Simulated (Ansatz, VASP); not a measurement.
**Zr2O in VASP and in Ansatz**

Contents of INCAR:

```
SYSTEM = Zr2O
PREC = Accurate
ENCUT = 520
EDIFF = 1E-6
ISMEAR = 0
SIGMA = 0.15
LREAL = .False.
LASPH = .True.
NELM = 80
ALGO = Normal
ISIF = 2
LWAVE = .False.
LCHARG = .False.
GGA = PS
NBANDS = 39
```

The input KPOINTS:

```
Automatic mesh
0
Gamma
  12 12 12
  0 0 0
```

The input POSCAR:

```
Zr2O
1.0
    4.1934379801      0.0000000000      0.0000000000
    0.0000000000      4.1934379801      0.0000000000
    0.0000000000      0.0000000000      6.2901569702
Zr O
4 2
Direct
    0.2500000000      0.2500000000      0.7500000000
    0.7500000000      0.2500000000      0.2500000000
    0.2500000000      0.7500000000      0.2500000000
    0.7500000000      0.7500000000      0.7500000000
    0.0000000000      0.0000000000      0.0000000000
    0.5000000000      0.5000000000      0.5000000000
```

Input for Ansatz:

```yaml
crystal:
  lattice:
    - [4.1934379801, 0.0, 0.0]
    - [0.0, 4.1934379801, 0.0]
    - [0.0, 0.0, 6.2901569702]
  atoms:
    - { symbol: Zr, position: [0.25, 0.25, 0.75] }
    - { symbol: Zr, position: [0.75, 0.25, 0.25] }
    - { symbol: Zr, position: [0.25, 0.75, 0.25] }
    - { symbol: Zr, position: [0.75, 0.75, 0.75] }
    - { symbol: O, position: [0.0, 0.0, 0.0] }
    - { symbol: O, position: [0.5, 0.5, 0.5] }
basis:
  ecutwfc: 420
kpoints:
  mp_grid: { grid: [12, 12, 12] }
hamiltonian:
  xc: pbesol
scf:
  occupations: { method: gaussian, width: 0.15 }
output:
  forces: true
  stress: true
  eigenvalues: true
```

Alike in both runs: task single point; functional PBEsol; k mesh 12 × 12 × 12; occupations gaussian, width 0.15 eV; no spin polarisation.

```csv
,VASP,Ansatz
version,VASP 6.6.1,Ansatz 0.2.0
potentials or method,"VASP PAW PBE potentials, release 64 (Zr_sv, O), cutoff 520 eV","scalar-relativistic, plane waves, PAW"
valence electrons in the cell,60,60
```

|  | VASP | Ansatz | Ansatz less VASP |
| --- | --- | --- | --- |
| gap on the k mesh at the Fermi level (eV) | none | none | - |
| pressure (GPa) | -2.9 | -3.1 | -0.18 |
| traceless stress, the component that is largest in VASP (GPa) | -16.80 | -16.87 | -0.075 |

VASP's potentials were made for PBE, not for PBEsol. A gap of «none» marks a metal or a gap that the smearing closes. With one functional, cell and mesh, what is left measures potentials, basis and numerics.
